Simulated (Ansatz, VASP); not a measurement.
**Two plane-wave programs on Hf2Ge3Ru**

```
Hf Ge Ru
1.0
     3.07604    0.00000    0.00000
     0.00000    3.07604    0.00000
     0.00000    0.00000   10.75277
Hf Ge Ru
2 3 1
Cartesian
  0.0000 0.0000 3.3797
  0.0000 0.0000 7.3731
  1.5380 1.5380 1.4781
  1.5380 1.5380 5.3764
  1.5380 1.5380 9.2747
  0.0000 0.0000 0.0000
```

Change from the starting cell: species swapped into the Al3Ni2Pt type (P4/mmm, No. 123).

Alike in both runs: functional PBE; k mesh 6 × 6 × 2; occupations gaussian, width 0.1 eV; no spin polarisation.

Ansatz relaxed the structure, and its values are those at the end. VASP's run is a single point on that final structure, the one shown.

|  | VASP | Ansatz |
| --- | --- | --- |
| version | VASP 6.6.1 | Ansatz 0.2.0 |
| potentials or method | VASP PAW PBE potentials, release 64 (Hf_pv, Ge_d, Ru_pv), cutoff 520 eV | scalar-relativistic, plane waves, PAW |
| valence electrons in the cell | 76 | 110 |

Ansatz gave:

| Item | Value |
| --- | --- |
| gap on the k mesh at the Fermi level (eV) | none |
| pressure (GPa) | 0.1 |
| rms of the force components (eV/Å) | 0.002 |

Task: Estimate VASP's values.

Result: gap on the k mesh at the Fermi level (eV): none; pressure (GPa): -0.1; rms of the force components (eV/Å): 0.014.

A gap of «none» marks a metal or a gap that the smearing closes. VASP's potentials hold 76 valence electrons a cell and Ansatz's 110, so a difference there can come from the potentials and not from the codes.

Spin-orbit coupling is off throughout.
